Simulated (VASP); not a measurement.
# Pb (Pm-3m) in VASP: notebook

The runs below take Pb through single point, with PBE.

Everything below comes from runs of VASP 6.6.1. Logs are shortened: lines on timing, memory, paths and dates and some standing lists are left out, and cuts for length are marked.

## 1. The cell of the first run

Symmetry: Pm-3m, No. 221, cubic system. The conventional cell has a = 3.199 Å, b = 3.199 Å, c = 3.199 Å, α = 90.00°, β = 90.00°, γ = 90.00°. Within 4.2 Å of Pb (site symmetry m-3m) lie 6 Pb at 3.20 Å.

## 2. Single point, PBE (volume scaled by 0.95)

INCAR reads:

```
PREC = Accurate
ENCUT = 520
EDIFF = 1E-6
ISMEAR = -1
SIGMA = 0.05
LREAL = False
LASPH = True
NELM = 100
ALGO = Normal
ISIF = 2
LWAVE = False
LCHARG = True
GGA = PE
LELF = True
LVHAR = True
NBANDS = 13
```

KPOINTS reads:

```
Automatic mesh
0
Gamma
  12 12 12
```

POSCAR reads:

```
Pb
1.0
    3.1992108731      0.0000000000      0.0000000000
    0.0000000000      3.1992108731      0.0000000000
    0.0000000000      0.0000000000      3.1992108731
Pb
1
Direct
    0.0000000000      0.0000000000      0.0000000000
```

Potentials or basis: VASP PAW PBE potentials, release 64 (Pb_d).

Started as:

```console
cat potpaw_PBE.64/Pb_d/POTCAR > POTCAR
mpirun -np 1 vasp_std > vasp.out
```

OUTCAR:

```text
PREC = Accurate
   ENCUT = 520
   EDIFF = 1E-6
   ISMEAR = -1
   LREAL = False
   LASPH = True
   NELM = 100
   ISIF = 2
   GGA = PE

 ion  position               nearest neighbor table
   1  0.000  0.000  0.000-

  LATTYP: Found a simple cubic cell.
 ALAT       =     3.1992108731

  Lattice vectors:

 A1 = (   3.1992108731,   0.0000000000,   0.0000000000)
 A2 = (   0.0000000000,   3.1992108731,   0.0000000000)
 A3 = (   0.0000000000,   0.0000000000,   3.1992108731)

Analysis of symmetry for initial positions (statically):
=====================================================================
 Subroutine PRICEL returns:
 Original cell was already a primitive cell.

 Routine SETGRP: Setting up the symmetry group for a
 simple cubic supercell.

 Subroutine GETGRP returns: Found 48 space group operations
 (whereof 48 operations were pure point group operations)
 out of a pool of 48 trial point group operations.

The static configuration has the point symmetry O_h .

Analysis of symmetry for dynamics (positions and initial velocities):
=====================================================================
 Subroutine PRICEL returns:
 Original cell was already a primitive cell.

 Routine SETGRP: Setting up the symmetry group for a
 simple cubic supercell.

 Subroutine GETGRP returns: Found 48 space group operations
 (whereof 48 operations were pure point group operations)
 out of a pool of 48 trial point group operations.

The dynamic configuration has the point symmetry O_h .

 Subroutine INISYM returns: Found 48 space group operations
 (whereof 48 operations are pure point group operations),
 and found     1 'primitive' translations

----------------------------------------------------------------------------------------

                                     Primitive cell

  volume of cell :      32.7438

  direct lattice vectors                    reciprocal lattice vectors
     3.199210873  0.000000000  0.000000000     0.312577082  0.000000000  0.000000000
     0.000000000  3.199210873  0.000000000     0.000000000  0.312577082  0.000000000
     0.000000000  0.000000000  3.199210873     0.000000000  0.000000000  0.312577082

  length of vectors
     3.199210873  3.199210873  3.199210873     0.312577082  0.312577082  0.312577082

  position of ions in fractional coordinates (direct lattice)
     0.000000000  0.000000000  0.000000000
[... 71 lines left out ...]
   LNONCOLLINEAR =      F non collinear calculations
   LSORBIT =      F    spin-orbit coupling
   LASPH  =      T    aspherical Exc in radial PAW
   ENCUT  =  520.0 eV  38.22 Ry    6.18 a.u.   5.95  5.95  5.95*2*pi/ulx,y,z
   NELM   =    100;   NELMIN=  2; NELMDL= -5     # of ELM steps
   EDIFF  = 0.1E-05   stopping-criterion for ELM
   LREAL  =      F    real-space projection
   EDIFFG = 0.1E-04   stopping-criterion for IOM
   NSW    =      0    number of steps for IOM
   IBRION =     -1    ionic relax: 0-MD 1-quasi-New 2-CG
   NFREE  =      0    steps in history (QN), initial steepest desc. (CG)
   ISIF   =      2    stress and relaxation
   ISYM   =      2    0-nonsym 1-usesym 2-fastsym
   POTIM  = 0.5000    time-step for ionic-motion
   TEBEG  =    0.0;   TEEND  =   0.0 temperature during run
   PSTRESS=    0.0 pullay stress
   NELECT =      14.0000    total number of electrons
   NUPDOWN=      -1.0000    fix difference up-down
   EMIN   =  10.00;   EMAX   =-10.00  energy-range for DOS
[... 5 lines left out ...]
     AMIX     =   0.40;   BMIX     =  1.00
     AMIX_MAG =   1.60;   BMIX_MAG =  1.00
  volume/ion in A,a.u.               =      32.74       220.97
  Fermi-wavevector in a.u.,A,eV,Ry     =   1.233317  2.330631 20.695418  1.521070
  Thomas-Fermi vector in A             =   2.368052
   LORBIT       =      0    0 simple, 1 ext, 2 COOP (PROOUT), +10 PAW based schemes
   GGA     = PE    functional components
   LHFCALC =     F    Hartree Fock is set to
   AEXX    =    0.0000 exact exchange contribution
   IVDW    =     0    specifies the selected vdW correction
   LEPSILON=     F    determine dielectric tensor
   LRPA    =     F    only Hartree local field effects (RPA)
 non-spin polarized calculation
  energy-cutoff  :      520.00
  volume of cell :       32.74
 maximum number of plane-waves:       912
 NGX is ok and might be reduce to    24
   NGX = 11   NGY = 11   NGZ = 11

 number of electron      14.0000008 magnetization

 Free energy of the ion-electron system (eV)
  ---------------------------------------------------
  ext. energy  EPLUGINS =         0.00000000
  ---------------------------------------------------
  free energy    TOTEN  =        -3.35335520 eV

  energy without entropy =       -3.34655390  energy(sigma->0) =       -3.34995455

 E-fermi :   6.2511     XC(G=0):  -9.7153

 val. band max:        6.2356624198   @ k =   0.4167   0.3333   0.0833
 cond. band min:       6.2701471487   @ k =   0.5000   0.5000   0.4167
 fundamental gap:      0.0344847290
 Fermi energy:         6.2510995289

 k-point     1 :       0.0000    0.0000    0.0000
  band No.  band energies     occupation
      1     -11.0417      2.00000
      2     -11.0417      2.00000
      3     -10.4167      2.00000
      4     -10.4167      2.00000
      5     -10.4167      2.00000
      6      -5.1737      2.00000
      7      11.2520      0.00000
      8      11.2520      0.00000
      9      11.2520      0.00000
     10      14.2437      0.00000
     11      15.6686      0.00000
     12      15.6686      0.00000
     13      24.3617      0.00000
[... 354 lines left out ...]
  band No.  band energies     occupation
      1     -10.8343      2.00000
      2     -10.7517      2.00000
      3     -10.5587      2.00000
      4     -10.5257      2.00000
      5     -10.3636      2.00000
      6      -1.5110      2.00000
      7       4.1654      2.00000
      8       6.1285      1.84148
      9      11.5861      0.00000
     10      15.1508      0.00000
     11      17.9593      0.00000
     12      19.5137      0.00000
     13      21.0656      0.00000

 [... further k-points ...]
[... 5 lines left out ...]
  --------------------------------------------------------------------------------------
  -------------------------------------------------------------------------------------
  Total        0.4118295      0.4118295      0.4118295      0.0000000     -0.0000000      0.0000000
  in kB       20.1511289     20.1511289     20.1511289      0.0000000     -0.0000000      0.0000000
  external PRESSURE =      20.1511289 kB  Pullay stress =       0.0000000 kB

 VOLUME and BASIS-vectors are now :
 -----------------------------------------------------------------------------
  energy-cutoff  :      520.00
  volume of cell :       32.74
      direct lattice vectors                 reciprocal lattice vectors
     3.199210873  0.000000000  0.000000000     0.312577082  0.000000000  0.000000000
     0.000000000  3.199210873  0.000000000     0.000000000  0.312577082  0.000000000
     0.000000000  0.000000000  3.199210873     0.000000000  0.000000000  0.312577082

 POSITION                                       TOTAL-FORCE (eV/Angst)
 -----------------------------------------------------------------------------------
      0.00000      0.00000      0.00000         0.000000      0.000000      0.000000
 -----------------------------------------------------------------------------------
    total drift:                                0.000000     -0.000000      0.000000

  FREE ENERGIE OF THE ION-ELECTRON SYSTEM (eV)
  ---------------------------------------------------
  free  energy   TOTEN  =        -3.3533551998 eV

  energy  without entropy=       -3.3465538979  energy(sigma->0) =       -3.34995455
```

OSZICAR:

```text
N       E                     dE             d eps       ncg     rms          rms(c)
DAV:   1     0.110010770285E+03    0.11001E+03   -0.71707E+03  2202   0.124E+03
DAV:   2     0.223829192359E+01   -0.10777E+03   -0.10455E+03  2324   0.317E+02
DAV:   3    -0.322195707201E+01   -0.54602E+01   -0.54391E+01  2659   0.760E+01
DAV:   4    -0.335577980362E+01   -0.13382E+00   -0.13378E+00  2615   0.128E+01
DAV:   5    -0.336188684398E+01   -0.61070E-02   -0.61069E-02  2953   0.256E+00    0.697E-01
DAV:   6    -0.335425664406E+01    0.76302E-02   -0.14259E-02  2774   0.212E+00    0.370E-01
DAV:   7    -0.335321569513E+01    0.10409E-02   -0.67520E-03  2729   0.141E+00    0.111E-01
DAV:   8    -0.335336357953E+01   -0.14788E-03   -0.64783E-04  2649   0.369E-01    0.128E-02
DAV:   9    -0.335335739114E+01    0.61884E-05   -0.21963E-05  2735   0.766E-02    0.683E-03
DAV:  10    -0.335335479312E+01    0.25980E-05   -0.26786E-06  2409   0.141E-02    0.965E-04
DAV:  11    -0.335335519978E+01   -0.40666E-06   -0.97106E-08  1367   0.396E-03
   1 F= -.33533552E+01 E0= -.33499545E+01  d E =-.680130E-02
```

Run time: 9.7 s. Hardware: 1 thread of Intel Xeon Platinum 8488C (Sapphire Rapids), shared host; peak memory 0.15 GiB.

What came out:

- Free energy: -3.3534 eV
- Pressure: 2.0 GPa
- Band gap on the k mesh: zero (band 7 reaches 11.25 eV, above the bottom of band 8 at 4.35 eV)

Levels at points of the mesh, in eV from the Fermi level:
```tsv
k point	band 3	band 4	band 5	band 6	band 7	band 8	band 9	band 10	band 11	band 12
(0.00, 0.00, 0.00)	-16.67	-16.67	-16.67	-11.42	5.00	5.00	5.00	7.99	9.42	9.42
(0.50, 0.00, 0.00)	-16.84	-16.84	-16.65	-8.91	-4.11	7.39	7.39	10.72	10.97	12.02
(0.50, 0.50, 0.00)	-16.82	-16.82	-16.47	-6.47	-1.90	-1.90	3.47	10.04	12.96	12.96
(0.50, 0.50, 0.50)	-17.04	-16.46	-16.46	-3.96	0.22	0.22	0.22	6.44	6.44	6.44
```

Caveat: the cell differs from its parent crystal (volume scaled by 0.95); spin-orbit coupling is left out, which moves the levels of the heavy elements.

## 3. Single point, PBE

This run uses another cell than the first one, of 34.47 Å³/atom, 1.053 times its volume.

INCAR reads:

```
PREC = Accurate
ENCUT = 520
EDIFF = 1E-7
ISMEAR = -1
SIGMA = 0.05
LREAL = F
LASPH = T
NELM = 60
ALGO = Normal
ISIF = 2
LWAVE = F
LCHARG = F
GGA = PE
NBANDS = 13
```

KPOINTS is that of step 2.

POSCAR reads:

```
Pb
1.0
    3.2543805230      0.0000000000      0.0000000000
    0.0000000000      3.2543805230      0.0000000000
    0.0000000000      0.0000000000      3.2543805230
Pb
1
Direct
    0.0000000000      0.0000000000      0.0000000000
```

Potentials or basis: VASP PAW PBE potentials, release 64 (Pb_d).

Started as:

```console
cat potpaw_PBE.64/Pb_d/POTCAR > POTCAR
mpirun -np 1 vasp_std > vasp.out
```

Wall time 9.5 s (1 thread of Intel Xeon 6975P-C (Granite Rapids), shared host); peak memory 0.16 GiB.

Results (log left out):

- Free energy: -3.3642 eV
- Pressure: 0.0 GPa
- Band gap on the k mesh: zero (band 7 reaches 10.54 eV, above the bottom of band 8 at 3.95 eV)

Levels at points of the mesh, in eV from the Fermi level:
```tsv
k point	band 4	band 5	band 6	band 7	band 8	band 9	band 10	band 11
(0.00, 0.00, 0.00)	-16.66	-16.66	-11.11	4.82	4.82	4.82	7.64	9.16
(0.50, 0.00, 0.00)	-16.80	-16.65	-8.80	-3.86	7.03	7.03	10.53	10.90
(0.50, 0.50, 0.00)	-16.79	-16.49	-6.56	-1.77	-1.77	3.50	9.44	12.77
(0.50, 0.50, 0.50)	-16.48	-16.48	-4.28	0.23	0.23	0.23	6.34	6.34
```

Caveat: spin-orbit coupling is left out, which moves the levels of the heavy elements.
